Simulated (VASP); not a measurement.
Runs of VASP 6.6.1 on ZnAu. The structure is that of space group Pm-3m (No. 221), or close to it. The cells are those of the table. 

| task | cell | cutoff (eV) | k mesh for the DOS | occupations for the DOS | gap on the mesh (eV) | pressure (GPa) |
| --- | --- | --- | --- | --- | --- | --- |
| single point | a = 3.290 Å, 2 atoms | 520 | - | - | none | -8.4 |
| single point | a = 3.155 Å, 2 atoms | 520 | - | - | none | 4.0 |
| relaxation of cell and atoms | relaxed from a = 3.147 Å, 2 atoms | 600 | - | - | none | 0.0 |
| single point | a = 3.088 Å, 2 atoms | 520 | - | - | none | 14.2 |
| single point | a = 3.218 Å, 2 atoms | 520 | - | - | none | (a) |
| single point | a = 3.147 Å, 2 atoms | 520 | - | - | none | (b) |
| single point | a = 3.187 Å, 2 atoms | 520 | - | - | none | 0.0 |
| single point | a = 3.054 Å, 2 atoms | 520 | - | - | none | (c) |
| single point | a = 3.122 Å, 2 atoms | 520 | - | - | none | 8.7 |
| single point | a = 3.249 Å, 2 atoms | 520 | - | - | none | -5.6 |

Alike in all rows: level PBE; potentials or basis VASP PAW PBE potentials, release 64 (Zn, Au); no spin polarisation; k mesh 14 × 14 × 14; smearing gaussian 0.1 eV.

**Question.** Estimate the missing entries.

**Answer.** (a) -3.1; (b) 5.0; (c) 21.3.

Caveats: spin-orbit coupling is left out, which moves the levels of the heavy elements.

A k mesh can miss the band edges, and the runs leave out spin-orbit coupling on Au.

A gap of «none» marks levels without a gap at the run's occupations.
